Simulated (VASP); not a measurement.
Runs of VASP 6.6.1 on Ba. The structure is that of space group Im-3m (No. 229), or close to it. The cells are those of the table. 

```csv
cell,gap on the mesh (eV),pressure (GPa)
"a = 4.335 Å, angles 109.5°, 1 atom",none,-1.2
"a = 4.115 Å, angles 109.5°, 1 atom",none,0.1
"a = 4.347 Å, angles 109.5°, 1 atom",none,(a)
"a = 4.185 Å, angles 109.5°, 1 atom",none,-0.4
```

Alike in all rows: task single point; level LDA; potentials or basis VASP PAW LDA potentials, release 64 (Ba_sv); no spin polarisation; k mesh 12 × 12 × 12; cutoff (eV) 520; smearing gaussian 0.05 eV.

Q: Fill in the values left out.

A: (a) -1.3.

Caveats: spin-orbit coupling is left out, which moves the levels of the heavy elements.

A k mesh can miss the band edges, and the runs leave out spin-orbit coupling on Ba.

A gap of «none» marks levels without a gap at the run's occupations.
